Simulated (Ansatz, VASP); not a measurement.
## Two plane-wave programs on Al2H3

```
Al H
1.0
     1.45010    0.83722    6.72195
    -1.45010    0.83722    6.72195
     0.00000   -1.67443    6.72195
Al H
2 3
Cartesian
  0.0000 0.0000 8.0663
  0.0000 0.0000 12.0995
  0.0000 0.0000 0.0000
  0.0000 0.0000 4.2247
  0.0000 0.0000 15.9411
```

Alike in both runs: task relaxation of cell and atoms; functional PBE; k mesh 6 × 6 × 6; occupations gaussian, width 0.1 eV; no spin polarisation.

|  | VASP | Ansatz |
| --- | --- | --- |
| version | VASP 6.6.1 | Ansatz 0.2.0 |
| potentials or method | VASP PAW PBE potentials, release 64 (Al, H), cutoff 600 eV | scalar-relativistic, plane waves, PAW |
| valence electrons in the cell | 9 | 9 |

```csv
,VASP,Ansatz,Ansatz less VASP
"gap on the k mesh at the Fermi level, each at its own relaxed structure (eV)",none,none,-
relaxed volume (Å³/atom),9.10,9.05,-0.052
relaxed cell length with the largest relative difference (Å),5.481,5.503,+0.0224
```

A gap of «none» marks a metal or a gap that the smearing closes.

The k mesh is coarse, so the values compare programs but aren't converged.
